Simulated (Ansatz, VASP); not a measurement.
## HfTe5Mo: VASP beside Ansatz

```
CELL_PARAMETERS angstrom
0.00000 5.30155 5.30155
5.30155 0.00000 5.30155
5.30155 5.30155 0.00000
ATOMIC_POSITIONS crystal
Hf 0.75000 0.75000 0.75000
Te 0.39675 0.39675 0.39675
Te 0.39675 0.39675 0.80975
Te 0.39675 0.80975 0.39675
Te 0.80975 0.39675 0.39675
Te 0.25000 0.25000 0.25000
Mo 0.00000 0.00000 0.00000
```

Alike in both runs: functional PBE; k mesh 3 × 3 × 3; occupations gaussian, width 0.2 eV; no spin polarisation.

Ansatz relaxed the structure, and its values are those at the end. VASP's run is a single point on that final structure, the one shown.

```csv
,VASP,Ansatz
version,VASP 6.6.1,Ansatz 0.2.0
potentials or method,"VASP PAW PBE potentials, release 64 (Hf_pv, Te, Mo_sv), cutoff 500 eV","scalar-relativistic, plane waves, PAW"
valence electrons in the cell,54,120
```

Ansatz gave:

```
gap on the k mesh at the Fermi level (eV) : none
pressure (GPa)                            : 0.8
rms of the force components (eV/Å)        : 0.048
```

Question: Estimate VASP's values.

Answer: gap on the k mesh at the Fermi level (eV): none; pressure (GPa): 0.8; rms of the force components (eV/Å): 0.058.

A gap of «none» marks a metal or a gap that the smearing closes. VASP's potentials hold 54 valence electrons a cell and Ansatz's 120, so a difference there can come from the potentials and not from the codes.

Spin-orbit coupling is off throughout.
